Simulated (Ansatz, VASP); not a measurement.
Two plane-wave programs on RbAu2

```xyz
3
Lattice="4.7162 0.0000 0.0000 -2.3581 4.0843 0.0000 0.0000 0.0000 5.0564" Properties=species:S:1:pos:R:3 pbc="T T T"
Rb    0.0000    0.0000    2.5282
Au    0.0000    2.7229    0.0000
Au    2.3581    1.3614    0.0000
```

Alike in both runs: functional PBE; k mesh 6 × 6 × 4; occupations gaussian, width 0.1 eV; no spin polarisation.

Ansatz relaxed the structure, and its values are those at the end. VASP's run is a single point on that final structure, the one shown.

|  | VASP | Ansatz |
| --- | --- | --- |
| version | VASP 6.6.1 | Ansatz 0.2.0 |
| potentials or method | VASP PAW PBE potentials, release 64 (Rb_sv, Au), cutoff 520 eV | scalar-relativistic, plane waves, PAW |
| valence electrons in the cell | 31 | 47 |

|  | VASP | Ansatz | Ansatz less VASP |
| --- | --- | --- | --- |
| gap on the k mesh at the Fermi level (eV) | none | none | - |
| pressure (GPa) | -0.2 | -0.2 | +0.05 |

A gap of «none» marks a metal or a gap that the smearing closes. The functional is the same, so the differences come from potentials, cutoffs and numerics. VASP's potentials hold 31 valence electrons a cell and Ansatz's 47, so a difference there can come from the potentials and not from the codes.

Neither program's run includes spin-orbit coupling.
